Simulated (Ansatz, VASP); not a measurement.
CdS in VASP and in Ansatz

```xyz
4
Lattice="4.0939 0.0000 0.0000 -2.0470 3.5454 0.0000 0.0000 0.0000 6.6459" Properties=species:S:1:pos:R:3 pbc="T T T"
Cd    0.0000    2.3636    0.0000
Cd    2.0470    1.1818    3.3230
S     0.0000    2.3636    2.4922
S     2.0470    1.1818    5.8152
```

Alike in both runs: task single point; functional PBE; k mesh 6 × 6 × 4; no spin polarisation.

|  | VASP | Ansatz |
| --- | --- | --- |
| version | VASP 6.6.1 | Ansatz 0.2.0 |
| potentials or method | VASP PAW PBE potentials, release 64 (Cd, S), cutoff 520 eV | plane waves, PAW |
| occupations | fermi-dirac, width 0.1 eV | fermi-dirac |
| valence electrons in the cell | 36 | 52 |

|  | VASP | Ansatz | Ansatz less VASP |
| --- | --- | --- | --- |
| pressure (GPa) | 5.3 | 4.9 | -0.42 |
| traceless stress, the component that is largest in VASP (GPa) | 0.53 | 0.51 | -0.018 |

VASP's potentials hold 36 valence electrons a cell and Ansatz's 52, so a difference there can come from the potentials and not from the codes.
